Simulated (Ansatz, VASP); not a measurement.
## MgCd3Se2 in VASP and in Ansatz

```
CELL_PARAMETERS angstrom
3.90770 0.00000 0.00000
-1.95385 3.38416 0.00000
0.00000 0.00000 10.84748
ATOMIC_POSITIONS crystal
Mg 0.00000 0.00000 0.00000
Cd 0.33333 0.66667 0.69521
Cd 0.66667 0.33333 0.30479
Cd 0.00000 0.00000 0.50000
Se 0.33333 0.66667 0.14451
Se 0.66667 0.33333 0.85549
```

Change from the starting cell: species swapped into the Li3YSb2 type (P-3m1, No. 164).

Alike in both runs: functional PBE; k mesh 12 × 12 × 4; occupations gaussian, width 0.1 eV; no spin polarisation.

Ansatz relaxed the structure, and its values are those at the end. VASP's run is a single point on that final structure, the one shown.

```csv
,VASP,Ansatz
version,VASP 6.6.1,Ansatz 0.2.0
potentials or method,"VASP PAW PBE potentials, release 64 (Mg, Cd, Se), cutoff 520 eV","scalar-relativistic, plane waves, PAW"
valence electrons in the cell,50,102
```

VASP gave:

```
gap on the k mesh at the Fermi level (eV) : none
pressure (GPa)                            : 0.1
rms of the force components (eV/Å)        : 0.014
```

**Question.** Estimate Ansatz's values.

**Answer.** gap on the k mesh at the Fermi level (eV): none; pressure (GPa): 0.0; rms of the force components (eV/Å): 0.003.

A gap of «none» marks a metal or a gap that the smearing closes. VASP's potentials hold 50 valence electrons a cell and Ansatz's 102, so a difference there can come from the potentials and not from the codes.
